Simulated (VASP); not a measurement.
Wanted: the native input for a VASP 6.6.1 run.

* Task: single point
* Functional: PBEsol
* Potentials or basis: VASP PAW PBE potentials, release 64 (Al, Ru_pv)
* Cutoff: 520 eV
* k mesh: 18 × 18 × 18
* Occupations: gaussian, width 0.1 eV
* Spin: no spin polarisation
* Dipole correction: no
* Further INCAR settings: ALGO = Fast; EDIFF = 1e-06; NBANDS = 17

The structure of Al2Ru lies in POSCAR:

```
Al2Ru
1.0
   -1.5606198279      1.5606198279      4.2115691605
    1.5606198279     -1.5606198279      4.2115691605
    1.5606198279      1.5606198279     -4.2115691605
Al Ru
2 1
Direct
    0.6590729545      0.6590729545      0.0000000000
    0.3409270455      0.3409270455      0.0000000000
    0.0000000000      0.0000000000      0.0000000000
```

These files were run (other wordings do the same):

INCAR

```
ALGO = Fast ; EDIFF = 1E-6
ENCUT = 520 ; GGA = PS
ISIF = 2 ; ISMEAR = 0
LASPH = T ; LCHARG = F
LREAL = F ; LWAVE = F
NBANDS = 17 ; NELM = 80
PREC = Accurate ; SIGMA = 0.1
```

KPOINTS

```
k-points
0
Gamma
  18 18 18
```

Potentials or basis: VASP PAW PBE potentials, release 64 (Al, Ru_pv).

Run with:

```bash
$ cat potpaw_PBE.64/Al/POTCAR potpaw_PBE.64/Ru_pv/POTCAR > POTCAR
$ mpirun -np 1 vasp_std > vasp.out
```

It gave:

| Item | Value |
| --- | --- |
| Pressure | 0.1 GPa |
| Largest force | 0.003 eV/Å |
| Band gap on the k mesh | zero (bands 10 and 11 overlap by 0.18 eV) |

Caveat: the PAW data sets were made with another functional, which shifts forces and pressure a little.

It took 7.3 min on 1 thread of Intel(R) Xeon(R) Platinum 8259CL CPU @ 2.50GHz (Skylake/Cascade Lake), on a shared host, peak memory 0.46 GiB.
